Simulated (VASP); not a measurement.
## LaMg3: single point with LDA

LaMg3:

```
CELL_PARAMETERS angstrom
4.79193 0.00000 0.00000
0.00000 4.79193 0.00000
0.00000 0.00000 5.00792
ATOMIC_POSITIONS crystal
La 0.00000 0.00000 0.00000
Mg 0.50000 0.00000 0.50000
Mg 0.50000 0.50000 0.00000
Mg 0.00000 0.50000 0.50000
```

```yaml
Program: VASP 6.6.1
Task: single point
Functional: LDA
Potentials_or_basis: VASP PAW LDA potentials, release 64 (La, Mg)
Cutoff: 520 eV
k_mesh: 5 × 5 × 5
Occupations: fermi-dirac, width 0.05 eV
Spin: no spin polarisation
```

```
Pressure : -3.3 GPa
```

Stress tensor (GPa, compression positive):
```
-3.20  0.00  0.00
 0.00 -3.20  0.00
 0.00  0.00 -3.37
```

Levels at points of the mesh, in eV from the Fermi level:
```csv
k point,band 5,band 6,band 7,band 8,band 9,band 10,band 11,band 12
"(0.00, 0.00, 0.00)",-5.42,-1.25,-1.02,0.38,0.70,0.70,1.40,1.41
```

It took 17 s on 1 thread of AMD EPYC 9R45 96-Core Processor (Zen 5), with other jobs on the host, peak memory 0.17 GiB.

Caveat: spin-orbit coupling is left out, which moves the levels of the heavy elements.
